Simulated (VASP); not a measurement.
A run of VASP 6.6.1 is set up as follows.

INCAR

```
PREC = Accurate ; ENCUT = 520
EDIFF = 1E-7 ; ISMEAR = 0
SIGMA = 0.01 ; LREAL = F
LASPH = T ; NELM = 80
ALGO = Normal ; ISIF = 2
LWAVE = F ; LCHARG = T
GGA = PE ; LELF = T
LVHAR = T ; NBANDS = 11
```

KPOINTS

```
regular mesh
0
Gamma
  6 6 6
```

The input POSCAR:

```
SiC
1.0
    0.0000000000      2.1780523510      2.1562718275
    2.1780523510      0.0000000000      2.1562718275
    2.1780523510      2.1780523510      0.0000000000
Si C
1 1
Direct
    0.0000000000      0.0000000000      0.0000000000
    0.2500000000      0.2500000000      0.2500000000
```

Potentials or basis: VASP PAW PBE potentials, release 64 (Si, C).

Launch:

```sh
$ cat potpaw_PBE.64/Si/POTCAR potpaw_PBE.64/C/POTCAR > POTCAR
$ mpirun -np 1 vasp_std > vasp.out
```

(1) Predict the pressure.

(2) Estimate the band gap on the k mesh.

Answers

(1) 5.9 GPa.

(2) 1.23 eV, indirect (least direct gap 4.54 eV).

Caveat: the cell differs from its parent crystal (uniaxial z strain -1.0%).
